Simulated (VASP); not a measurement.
The system is Sm3Ta.

```xyz
4
Lattice="4.6592 0.0000 0.0000 0.0000 4.6592 0.0000 0.0000 0.0000 4.6592" Properties=species:S:1:pos:R:3 pbc="T T T"
Sm    0.0000    2.3296    2.3296
Sm    2.3296    0.0000    2.3296
Sm    2.3296    2.3296    0.0000
Ta    0.0000    0.0000    0.0000
```

The cell was built from a structure type or drawn by symmetry, and may not be a known phase.

```yaml
Program: VASP 6.6.1
Task: relaxation of cell and atoms
Functional: PBE
Potentials_or_basis: VASP PAW PBE potentials, release 64 (Sm_3, Ta_pv), 4f in core
Cutoff: 500 eV
k_mesh: 4 × 4 × 4
Occupations: gaussian, width 0.2 eV
Spin: no spin polarisation
```

At the start: pressure 7.5 GPa; volume 25.29 Å³/atom.

Task: How do energy, volume and symmetry change on relaxing?

Result: Over 3 steps the energy falls by 62.4 meV/atom and the volume is 28.19 Å³/atom (+11.5 %); space group Pm-3m (No. 221, to 0.1 Å) before and after.

The path:
```
step  energy change (eV)  largest force (eV/Å)  pressure (GPa)  volume (Å³)
   1              0.0000                0.0000            7.49       101.14
   2             -0.1858                0.0000           -2.91       119.46
   3             -0.2494                0.0000            0.00       112.76
```

Final structure:
```cif
data_structure
_symmetry_space_group_name_H-M 'P 1'
_symmetry_Int_Tables_number 1
_cell_length_a 4.8312
_cell_length_b 4.8312
_cell_length_c 4.8312
_cell_angle_alpha 90.000
_cell_angle_beta 90.000
_cell_angle_gamma 90.000
_cell_volume 112.76
loop_
_atom_site_label
_atom_site_type_symbol
_atom_site_fract_x
_atom_site_fract_y
_atom_site_fract_z
_atom_site_occupancy
Sm1 Sm 0.00000 0.50000 0.50000 1
Sm2 Sm 0.50000 0.00000 0.50000 1
Sm3 Sm 0.50000 0.50000 0.00000 1
Ta1 Ta 0.00000 0.00000 0.00000 1
```
